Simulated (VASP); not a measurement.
# CdHg3Se4 (I-42m) in VASP: notebook

The runs below take CdHg3Se4 through single point, relaxation of cell and atoms, with PBE.

Program: VASP 6.6.1. These are calculated values, not measurements. Logs are shortened: lines on timing, memory, paths and dates and some standing lists are left out, and cuts for length are marked.

## (1) The cell of the first run

It takes space group I-42m (No. 121, tetragonal). Conventional cell: a = 6.020 Å, b = 6.020 Å, c = 12.039 Å, α = 90.00°, β = 90.00°, γ = 90.00°. Within 3.4 Å of Cd (site symmetry -42m) lie 4 Se at 2.61 Å. Hg (site symmetry -42m) has 4 Se at 2.61 Å within 3.4 Å. Hg (site symmetry -4) has 4 Se at 2.61 Å within 3.4 Å. Within 3.4 Å of Se (site symmetry m) lie 1 Cd at 2.61 Å and 3 Hg at 2.61 Å.

## (2) Single point, PBE

INCAR

```
SYSTEM = CdHg3Se4
PREC = Accurate
ENCUT = 520
EDIFF = 1E-7
ISMEAR = 0
SIGMA = 0.1
LREAL = .False.
LASPH = .True.
NELM = 60
ALGO = Normal
ISIF = 2
LWAVE = .False.
LCHARG = .False.
GGA = PE
NBANDS = 46
```

KPOINTS

```
Automatic mesh
0
Gamma
  4 4 4
  0 0 0
```

POSCAR

```
CdHg3Se4
1.0
   -3.0098404600      3.0098404600      6.0196809300
    3.0098404600     -3.0098404600      6.0196809300
    3.0098404600      3.0098404600     -6.0196809300
Cd Hg Se
1 3 4
Direct
    0.5000000000      0.5000000000      0.0000000000
    0.0000000000      0.0000000000      0.0000000000
    0.7500000000      0.2500000000      0.5000000000
    0.2500000000      0.7500000000      0.5000000000
    0.3750000000      0.3750000000      0.5000000000
    0.1250000000      0.6250000000      0.0000000000
    0.8750000000      0.8750000000      0.5000000000
    0.6250000000      0.1250000000      0.0000000000
```

Potentials or basis: VASP PAW PBE potentials, release 64 (Cd, Hg, Se).

The run is started by

```
$ cat potpaw_PBE.64/Cd/POTCAR potpaw_PBE.64/Hg/POTCAR potpaw_PBE.64/Se/POTCAR > POTCAR
$ mpirun -np 1 vasp_std > vasp.out
```

OUTCAR:

```text
SYSTEM = CdHg3Se4
   PREC = Accurate
   ENCUT = 520
   EDIFF = 1E-7
   ISMEAR = 0
   LREAL = .False.
   LASPH = .True.
   NELM = 60
   ISIF = 2
   GGA = PE

 ion  position               nearest neighbor table
   1  0.500  0.500  0.000-   6 2.61   7 2.61   8 2.61   5 2.61
   2  0.000  0.000  0.000-   5 2.61   6 2.61   8 2.61   7 2.61
   3  0.750  0.250  0.500-   5 2.61   6 2.61   7 2.61   8 2.61
   4  0.250  0.750  0.500-   5 2.61   7 2.61   8 2.61   6 2.61
   5  0.375  0.375  0.500-   1 2.61   3 2.61   4 2.61   2 2.61
   6  0.125  0.625  0.000-   1 2.61   2 2.61   4 2.61   3 2.61
   7  0.875  0.875  0.500-   2 2.61   3 2.61   4 2.61   1 2.61
   8  0.625  0.125  0.000-   1 2.61   2 2.61   3 2.61   4 2.61

  LATTYP: Found a body centered tetragonal cell.
 ALAT       =     6.0196809200
 C/A-ratio  =     2.0000000033

  Lattice vectors:

 A1 = (  -3.0098404600,   3.0098404600,   6.0196809300)
 A2 = (   3.0098404600,  -3.0098404600,   6.0196809300)
 A3 = (   3.0098404600,   3.0098404600,  -6.0196809300)

Analysis of symmetry for initial positions (statically):
=====================================================================
 Subroutine PRICEL returns:
 Original cell was already a primitive cell.

 Routine SETGRP: Setting up the symmetry group for a
 body centered tetragonal supercell.

 Subroutine GETGRP returns: Found  8 space group operations
 (whereof  8 operations were pure point group operations)
 out of a pool of 16 trial point group operations.

The static configuration has the point symmetry D_2d.

Analysis of symmetry for dynamics (positions and initial velocities):
=====================================================================
 Subroutine PRICEL returns:
 Original cell was already a primitive cell.

 Routine SETGRP: Setting up the symmetry group for a
 body centered tetragonal supercell.

 Subroutine GETGRP returns: Found  8 space group operations
 (whereof  8 operations were pure point group operations)
 out of a pool of 16 trial point group operations.

The dynamic configuration has the point symmetry D_2d.

 Subroutine INISYM returns: Found  8 space group operations
 (whereof  8 operations are pure point group operations),
 and found     1 'primitive' translations

----------------------------------------------------------------------------------------

                                     Primitive cell

  volume of cell :     218.1325

  direct lattice vectors                    reciprocal lattice vectors
    -3.009840460  3.009840460  6.019680930     0.000000000  0.166121762  0.083060881
     3.009840460 -3.009840460  6.019680930     0.166121762  0.000000000  0.083060881
     3.009840460  3.009840460 -6.019680930     0.166121762  0.166121762  0.000000000

  length of vectors
     7.372573342  7.372573342  7.372573342     0.185729776  0.185729776  0.234931649

  position of ions in fractional coordinates (direct lattice)
     0.500000000  0.500000000  0.000000000
     0.000000000  0.000000000  0.000000000
     0.750000000  0.250000000  0.500000000
     0.250000000  0.750000000  0.500000000
     0.375000000  0.375000000  0.500000000
     0.125000000  0.625000000  0.000000000
     0.875000000  0.875000000  0.500000000
     0.625000000  0.125000000  0.000000000

  ion indices of the primitive-cell ions
   primitive index   ion index
                 1           1
                 2           2
                 3           3
                 4           4
                 5           5
                 6           6
                 7           7
                 8           8

----------------------------------------------------------------------------------------

 KPOINTS: Automatic mesh

Automatic generation of k-mesh.
 Grid dimensions read from file:
 generate k-points for:    4    4    4

 Generating k-lattice:

  Cartesian coordinates                     Fractional coordinates (reciprocal lattice)
     0.000000000  0.041530440  0.020765220     0.250000000 -0.000000000  0.000000000
     0.041530440  0.000000000  0.020765220    -0.000000000  0.250000000  0.000000000
     0.041530440  0.041530440  0.000000000     0.000000000  0.000000000  0.250000000

  Length of vectors
     0.046432444  0.046432444  0.058732912

  Shift w.r.t. Gamma in fractional coordinates (k-lattice)
     0.000000000  0.000000000  0.000000000

 Subroutine IBZKPT returns following result:
 ===========================================

 Found     13 irreducible k-points:

 Following reciprocal coordinates:
            Coordinates               Weight
  0.000000  0.000000  0.000000      1.000000
  0.250000  0.000000  0.000000      8.000000
  0.500000  0.000000  0.000000      4.000000
  0.250000  0.250000  0.000000      8.000000
  0.500000  0.250000  0.000000     16.000000
 -0.250000  0.250000  0.000000      4.000000
  0.500000  0.500000  0.000000      2.000000
  0.250000  0.250000  0.250000      2.000000
 -0.250000  0.250000  0.250000      4.000000
  0.500000  0.500000  0.250000      4.000000
 -0.250000  0.500000  0.250000      8.000000
 -0.250000 -0.250000  0.250000      2.000000
  0.500000  0.500000  0.500000      1.000000
   k-points           NKPTS =     13   k-points in BZ     NKDIM =     13   number of bands    NBANDS=     46
   number of dos      NEDOS =    301   number of ions     NIONS =      8
   total plane-waves  NPLWV = 175616
   dimension x,y,z NGX =    56 NGY =   56 NGZ =   56
   dimension x,y,z NGXF=   112 NGYF=  112 NGZF=  112
   ions per type =               1   3   4
   NGX,Y,Z   is equivalent  to a cutoff of  12.63, 12.63, 12.63 a.u.
   NGXF,Y,Z  is equivalent  to a cutoff of  25.26, 25.26, 25.26 a.u.
 SYSTEM =  CdHg3Se4
   PREC   = accura    normal or accurate (medium, high low for compatibility)
   ISTART =      0    job   : 0-new  1-cont  2-samecut
   ICHARG =      2    charge: 1-file 2-atom 10-const
   ISPIN  =      1    spin polarized calculation?
   LNONCOLLINEAR =      F non collinear calculations
   LSORBIT =      F    spin-orbit coupling
   LASPH  =      T    aspherical Exc in radial PAW
   ENCUT  =  520.0 eV  38.22 Ry    6.18 a.u.  13.71 13.71 13.71*2*pi/ulx,y,z
   NELM   =     60;   NELMIN=  2; NELMDL= -5     # of ELM steps
   EDIFF  = 0.1E-06   stopping-criterion for ELM
   LREAL  =      F    real-space projection
   EDIFFG = 0.1E-05   stopping-criterion for IOM
   NSW    =      0    number of steps for IOM
   IBRION =     -1    ionic relax: 0-MD 1-quasi-New 2-CG
   NFREE  =      0    steps in history (QN), initial steepest desc. (CG)
   ISIF   =      2    stress and relaxation
   ISYM   =      2    0-nonsym 1-usesym 2-fastsym
   POTIM  = 0.5000    time-step for ionic-motion
   TEBEG  =    0.0;   TEEND  =   0.0 temperature during run
   PSTRESS=    0.0 pullay stress
   NELECT =      72.0000    total number of electrons
   NUPDOWN=      -1.0000    fix difference up-down
   EMIN   =  10.00;   EMAX   =-10.00  energy-range for DOS
   EFERMI =   0.00;   METHOD = LEGACY
   ISMEAR =     0;   SIGMA  =   0.10  broadening in eV -4-tet -1-fermi 0-gaus
   EFERMI_NEDOS =   21; number of points for ismear=-14 and -15
   IALGO  =     38    algorithm
   IMIX   =      4    mixing-type and parameters
     AMIX     =   0.40;   BMIX     =  1.00
     AMIX_MAG =   1.60;   BMIX_MAG =  1.00
  volume/ion in A,a.u.               =      27.27       184.00
  Fermi-wavevector in a.u.,A,eV,Ry     =   1.131390  2.138016 17.416035  1.280042
  Thomas-Fermi vector in A             =   2.268088
   LORBIT       =      0    0 simple, 1 ext, 2 COOP (PROOUT), +10 PAW based schemes
   GGA     = PE    functional components
   LHFCALC =     F    Hartree Fock is set to
   AEXX    =    0.0000 exact exchange contribution
   IVDW    =     0    specifies the selected vdW correction
   LEPSILON=     F    determine dielectric tensor
   LRPA    =     F    only Hartree local field effects (RPA)
 non-spin polarized calculation
 Gauss-broadening in eV      SIGMA  =   0.10
  energy-cutoff  :      520.00
  volume of cell :      218.13
 maximum number of plane-waves:      5902
 NGX is ok and might be reduce to    56
   NGX = 27   NGY = 27   NGZ = 27

 number of electron      72.0000004 magnetization

 Free energy of the ion-electron system (eV)
  ---------------------------------------------------
  ext. energy  EPLUGINS =         0.00000000
  ---------------------------------------------------
  free energy    TOTEN  =       -17.24276151 eV

  energy without entropy =      -17.24034838  energy(sigma->0) =      -17.24155494

 E-fermi :   1.8760     XC(G=0):  -9.1538

 val. band max:        1.8458586393   @ k =   0.0000   0.0000   0.0000
 cond. band min:       3.0781635918   @ k =   0.5000   0.5000   0.0000
 fundamental gap:      1.2323049525
 Fermi energy:         1.8760467018

 k-point     1 :       0.0000    0.0000    0.0000
  band No.  band energies     occupation
      1     -11.6294      2.00000
      2     -10.9802      2.00000
      3     -10.9802      2.00000
      4     -10.9790      2.00000
      5      -6.3490      2.00000
      6      -6.3490      2.00000
[... 38 lines left out ...]
     45       7.4101      0.00000
     46       7.4101      0.00000

 k-point     2 :       0.2500    0.0000    0.0000
  band No.  band energies     occupation
      1     -11.5185      2.00000
      2     -11.0475      2.00000
      3     -11.0100      2.00000
      4     -11.0004      2.00000
      5      -6.3652      2.00000
      6      -6.3490      2.00000
[... 38 lines left out ...]
     45       7.8510      0.00000
     46       7.9091      0.00000

 k-point     3 :       0.5000    0.0000    0.0000
  band No.  band energies     occupation
      1     -11.2845      2.00000
      2     -11.2437      2.00000
      3     -11.0325      2.00000
      4     -11.0230      2.00000
      5      -6.3798      2.00000
      6      -6.3470      2.00000
[... 479 lines left out ...]
     45       7.9514      0.00000
     46       7.9514      0.00000

 k-point    13 :       0.5000    0.5000    0.5000
  band No.  band energies     occupation
      1     -11.3362      2.00000
      2     -11.2881      2.00000
      3     -10.9790      2.00000
      4     -10.9790      2.00000
      5      -6.3921      2.00000
      6      -6.3312      2.00000
[... 38 lines left out ...]
     45       9.2254      0.00000
     46       9.2310      0.00000

------------------------ aborting loop because EDIFF is reached ----------------------------------------

  FORCE on cell =-STRESS in cart. coord.  units (eV):
  Direction    XX          YY          ZZ          XY          YZ          ZX
  --------------------------------------------------------------------------------------
  -------------------------------------------------------------------------------------
  Total        8.9764818      8.9764818      8.9891144      0.0000000      0.0000000      0.0000000
  in kB       65.9320106     65.9320106     66.0247966      0.0000000      0.0000000      0.0000000
  external PRESSURE =      65.9629393 kB  Pullay stress =       0.0000000 kB

 VOLUME and BASIS-vectors are now :
 -----------------------------------------------------------------------------
  energy-cutoff  :      520.00
  volume of cell :      218.13
      direct lattice vectors                 reciprocal lattice vectors
    -3.009840460  3.009840460  6.019680930     0.000000000  0.166121762  0.083060881
     3.009840460 -3.009840460  6.019680930     0.166121762  0.000000000  0.083060881
     3.009840460  3.009840460 -6.019680930     0.166121762  0.166121762  0.000000000

 POSITION                                       TOTAL-FORCE (eV/Angst)
 -----------------------------------------------------------------------------------
      0.00000      0.00000      6.01968        -0.000000      0.000000     -0.000000
      0.00000      0.00000      0.00000        -0.000000      0.000000     -0.000000
     -0.00000      3.00984      3.00984        -0.000000      0.000000     -0.000000
      3.00984     -0.00000      3.00984        -0.000000      0.000000     -0.000000
      1.50492      1.50492      1.50492         0.095142      0.095142     -0.097986
      1.50492     -1.50492      4.51476        -0.095142      0.095142      0.097986
      1.50492      1.50492      7.52460        -0.095142     -0.095142     -0.097986
     -1.50492      1.50492      4.51476         0.095142     -0.095142      0.097986
 -----------------------------------------------------------------------------------
    total drift:                               -0.000002     -0.000002     -0.000002

  FREE ENERGIE OF THE ION-ELECTRON SYSTEM (eV)
  ---------------------------------------------------
  free  energy   TOTEN  =       -17.2427615124 eV

  energy  without entropy=      -17.2403483768  energy(sigma->0) =      -17.24155494
```

Wall time 2 min (1 thread of Intel Xeon 6975P-C (Granite Rapids), shared host); peak memory 0.49 GiB.

What came out:

```yaml
Free_energy: -17.2428 eV
Pressure: 6.6 GPa
Largest_force: 0.166 eV/Å
Band_gap_on_the_k_mesh: zero (filled and empty bands touch)
```

Forces in eV/Å, atoms in the order of the input:
```
Cd   0.000  0.000  0.000
Hg   0.000  0.000  0.000
Hg   0.000  0.000  0.000
Hg   0.000  0.000  0.000
Se   0.095  0.095 -0.098
Se  -0.095  0.095  0.098
Se  -0.095 -0.095 -0.098
Se   0.095 -0.095  0.098
```

Levels at points of the mesh, in eV from the Fermi level:
```tsv
k point	band 32	band 33	band 34	band 35	band 36	band 37	band 38	band 39	band 40	band 41
(0.00, 0.00, 0.00)	-2.36	-2.36	-0.53	-0.03	-0.03	-0.03	2.93	2.93	3.85	4.34
(0.50, 0.00, 0.00)	-1.83	-1.78	-1.68	-1.09	-0.92	2.46	2.64	3.37	3.80	4.41
(0.50, 0.50, 0.00)	-1.07	-1.05	-1.00	-0.91	-0.91	1.20	1.53	2.68	3.14	5.55
(0.50, 0.50, 0.50)	-2.32	-1.41	-1.41	-1.22	-1.22	2.45	2.51	2.77	2.93	2.93
```

Caveat: the cell stands under pressure; semilocal functionals underestimate gaps, and a narrow one can read as zero; spin-orbit coupling is left out, which moves the levels of the heavy elements.

## (3) Single point, PBE

This run uses another cell than the first one, of 30.65 Å³/atom.

INCAR

```
  PREC = Accurate
  ENCUT = 520
  EDIFF = 1E-7
  ISMEAR = 0
  SIGMA = 0.1
  LREAL = False
  LASPH = True
  NELM = 60
  ALGO = Normal
  ISIF = 2
  LWAVE = False
  LCHARG = False
  GGA = PE
  NBANDS = 46
```

KPOINTS

```
regular mesh
0
Gamma
  4 4 4
```

POSCAR

```
CdHg3Se4
1.0
   -3.1292956651      3.1292956651      6.2606015770
    3.1292956651     -3.1292956651      6.2606015770
    3.1292956651      3.1292956651     -6.2606015770
Cd Hg Se
1 3 4
Direct
    0.5000000000      0.5000000000      0.0000000000
    0.0000000000      0.0000000000      0.0000000000
    0.7500000000      0.2500000000      0.5000000000
    0.2500000000      0.7500000000      0.5000000000
    0.3758670958      0.3758670958      0.5033276428
    0.1274605470      0.6241329042      0.0000000000
    0.8725394530      0.8725394530      0.4966723572
    0.6241329042      0.1274605470      0.0000000000
```

Potentials or basis: VASP PAW PBE potentials, release 64 (Cd, Hg, Se).

The run is started by

```
$ cat potpaw_PBE.64/Cd/POTCAR potpaw_PBE.64/Hg/POTCAR potpaw_PBE.64/Se/POTCAR > POTCAR
$ mpirun -np 1 vasp_std > vasp.out
```

Wall time 2 min (1 thread of Intel Xeon 6975P-C (Granite Rapids), shared host); peak memory 0.56 GiB.

It converged, with:

```
Free energy            : -17.7402 eV
Pressure               : -0.1 GPa
Largest force          : 0.010 eV/Å
Band gap on the k mesh : zero (filled and empty bands touch)
```

Forces in eV/Å, atoms in the order of the input:
```
Cd   0.000  0.000  0.000
Hg   0.000  0.000  0.000
Hg   0.000  0.000  0.000
Hg   0.000  0.000  0.000
Se  -0.006 -0.006  0.006
Se   0.006 -0.006 -0.006
Se   0.006  0.006  0.006
Se  -0.006  0.006 -0.006
```

Levels at points of the mesh, in eV from the Fermi level:
```
           k point  band 33  band 34  band 35  band 36  band 37  band 38  band 39  band 40
(0.00, 0.00, 0.00)    -1.89    -0.69    -0.03    -0.03    -0.03     2.76     3.19     3.41
(0.50, 0.00, 0.00)    -1.42    -1.36    -0.87    -0.74     2.17     2.34     3.03     3.59
(0.50, 0.50, 0.00)    -0.83    -0.79    -0.73    -0.71     1.14     1.45     2.41     2.93
(0.50, 0.50, 0.50)    -1.11    -1.11    -0.97    -0.97     2.17     2.24     2.62     3.19
```

Caveat: semilocal functionals underestimate gaps, and a narrow one can read as zero; spin-orbit coupling is left out, which moves the levels of the heavy elements.

## (4) Relaxation of cell and atoms, PBE

INCAR

```
SYSTEM = CdHg3Se4
ALGO = Normal
EDIFF = 1E-6
EDIFFG = -0.04
ENCUT = 600
GGA = PE
IBRION = 2
ISIF = 3
ISMEAR = 0
LASPH = .True.
LCHARG = .False.
LREAL = .False.
LWAVE = .False.
NELM = 60
NSW = 90
PREC = Accurate
SIGMA = 0.1
```

KPOINTS

```
k-points
0
Gamma
  4 4 4
  0 0 0
```

POSCAR

```
CdHg3Se4
1.0
   -3.0098404600      3.0098404600      6.0196809300
    3.0098404600     -3.0098404600      6.0196809300
    3.0098404600      3.0098404600     -6.0196809300
Cd Hg Se
1 3 4
Direct
    0.5000000000      0.5000000000      0.0000000000
    0.0000000000      0.0000000000      0.0000000000
    0.7500000000      0.2500000000      0.5000000000
    0.2500000000      0.7500000000      0.5000000000
    0.3750000000      0.3750000000      0.5000000000
    0.1250000000      0.6250000000      0.0000000000
    0.8750000000      0.8750000000      0.5000000000
    0.6250000000      0.1250000000      0.0000000000
```

The run is started by

```
$ cat potpaw_PBE.64/Cd/POTCAR potpaw_PBE.64/Hg/POTCAR potpaw_PBE.64/Se/POTCAR > POTCAR
$ mpirun -np 1 vasp_std > vasp.out
```

Wall time 6.7 min (1 thread of Intel Xeon 6975P-C (Granite Rapids), shared host); peak memory 0.61 GiB.

Results (log left out):

- Free energy: -17.7357 eV
- Relaxed volume: 30.63 Å³/atom
- Relaxed cell: a = 7.665 Å, b = 7.665 Å, c = 7.665 Å, α = 131.82°, β = 131.82°, γ = 70.52°
- Space group after relaxing (to 0.1 Å): I-42m (No. 121)
- Energy gained by relaxing: 61.6 meV/atom
- Ionic steps: 6
- Pressure after relaxing: -0.1 GPa
- Band gap on the k mesh: zero (filled and empty bands touch)

Forces in eV/Å, atoms in the order of the input:
```
Cd   0.000  0.000  0.000
Hg   0.000  0.000  0.000
Hg   0.000  0.000  0.000
Hg   0.000  0.000  0.000
Se   0.001  0.001  0.003
Se  -0.001  0.001 -0.003
Se  -0.001 -0.001  0.003
Se   0.001 -0.001 -0.003
```

The path:
```
step  energy change (eV)  largest force (eV/Å)  pressure (GPa)  volume (Å³)
   1              0.0000                0.1665            6.61       218.13
   2             -0.4321                0.0472           -1.68       255.58
   3             -0.4912                0.0688            0.02       244.59
   4             -0.4911                0.0676           -0.08       245.14
   5             -0.4919                0.0460           -0.07       245.11
   6             -0.4925                0.0030           -0.06       245.05
```

Final structure:
```
CELL_PARAMETERS angstrom
-3.12863 3.12863 6.25882
3.12863 -3.12863 6.25882
3.12863 3.12863 -6.25882
ATOMIC_POSITIONS crystal
Cd 0.50000 0.50000 0.00000
Hg 0.00000 0.00000 0.00000
Hg 0.75000 0.25000 0.50000
Hg 0.25000 0.75000 0.50000
Se 0.37572 0.37572 0.50297
Se 0.12725 0.62428 0.00000
Se 0.87275 0.87275 0.49703
Se 0.62428 0.12725 0.00000
```

Levels at points of the mesh, in eV from the Fermi level:
| k point | band 34 | band 35 | band 36 | band 37 | band 38 | band 39 |
| --- | --- | --- | --- | --- | --- | --- |
| (0.00, 0.00, 0.00) | -0.69 | -0.03 | -0.03 | -0.03 | 2.77 | 3.19 |
| (0.50, 0.00, 0.00) | -1.36 | -0.88 | -0.74 | 2.18 | 2.35 | 3.03 |
| (0.50, 0.50, 0.00) | -0.79 | -0.73 | -0.71 | 1.14 | 1.45 | 2.41 |
| (0.50, 0.50, 0.50) | -1.12 | -0.98 | -0.98 | 2.17 | 2.24 | 2.62 |

Caveat: semilocal functionals underestimate gaps, and a narrow one can read as zero; spin-orbit coupling is left out, which moves the levels of the heavy elements.

(Part 1 of 2 ends here.)

The gap in the log of VASP goes by the Fermi energy; the results here count the filled bands.